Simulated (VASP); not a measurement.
Runs of VASP 6.6.1 on Rb. The structure is that of space group Im-3m (No. 229), or close to it. The cells are those of the table. 

```csv
cell,gap on the mesh (eV),pressure (GPa)
"a = 4.903 Å, angles 109.5°, 1 atom",none,-0.4
"a = 4.494 Å, angles 109.5°, 1 atom",none,(b)
"a = 4.582 Å, angles 109.5°, 1 atom",none,0.2
"a = 4.827 Å, angles 109.5°, 1 atom",none,(a)
"a = 4.403 Å, angles 109.5°, 1 atom",none,0.8
```

Alike in all rows: task single point; level LDA; potentials or basis VASP PAW LDA potentials, release 64 (Rb_sv); no spin polarisation; k mesh 14 × 14 × 14; cutoff (eV) 520; smearing gaussian 0.15 eV.

Estimate the missing entries.

(a) -0.3; (b) 0.5.

A k mesh can miss the band edges, and the runs leave out spin-orbit coupling on Rb.

A gap of «none» marks levels without a gap at the run's occupations.
